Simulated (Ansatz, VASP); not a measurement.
AlN: VASP beside Ansatz

```
Al N
1.0
     0.00000    2.37257    1.85061
     2.37257    0.00000    1.85061
     2.37257    2.37257    0.00000
Al N
1 1
Direct
  0.00000 0.00000 0.00000
  0.75000 0.75000 0.75000
```

Alike in both runs: task single point; functional r2SCAN; k mesh 10 × 10 × 10; occupations gaussian, width 0.05 eV; no spin polarisation.

|  | VASP | Ansatz |
| --- | --- | --- |
| version | VASP 6.6.1 | Ansatz 0.2.0 |
| potentials or method | VASP PAW PBE potentials, release 64 (Al, N), cutoff 520 eV | scalar-relativistic, plane waves, PAW |
| valence electrons in the cell | 8 | 8 |

```csv
,VASP,Ansatz,Ansatz less VASP
gap on the k mesh at the Fermi level (eV),3.34,3.35,+0.010
least direct gap on the mesh (eV),4.16,4.13,-0.035
pressure (GPa),-5.7,-5.3,+0.40
"traceless stress, the component that is largest in VASP (GPa)",12.93,12.83,-0.099
```

VASP's potentials were made for PBE, not for r2SCAN.
